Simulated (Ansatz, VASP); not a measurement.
## Two plane-wave programs on SnO

```
CELL_PARAMETERS angstrom
3.94450 0.00000 0.00000
0.00000 3.94450 0.00000
0.00000 0.00000 5.07193
ATOMIC_POSITIONS crystal
Sn 0.93535 0.50000 0.22849
Sn 0.56465 0.00000 0.77151
O 0.00696 0.00000 0.00000
O 0.49304 0.50000 0.00000
```

Change from the starting cell: mode 4 frozen in at -0.250 Å, equal normal strain along x and y +0.0200.

Alike in both runs: task single point; functional PBE; k mesh 10 × 10 × 8; occupations gaussian, width 0.05 eV; no spin polarisation.

|  | VASP | Ansatz |
| --- | --- | --- |
| version | VASP 6.6.1 | Ansatz 0.2.0 |
| potentials or method | VASP PAW PBE potentials, release 64 (Sn_d, O), cutoff 520 eV | scalar-relativistic, plane waves, PAW |
| valence electrons in the cell | 40 | 40 |

```csv
,VASP,Ansatz,Ansatz less VASP
gap on the k mesh at the Fermi level (eV),0.78,0.77,-0.005
least direct gap on the mesh (eV),1.80,1.83,+0.028
pressure (GPa),-0.5,-0.7,-0.22
"traceless stress, the component that is largest in VASP (GPa)",5.01,4.83,-0.182
rms of the force components (eV/Å),0.520,0.500,-0.0197
```

Atom by atom the forces differ by 0.041 eV/Å (rms over components).
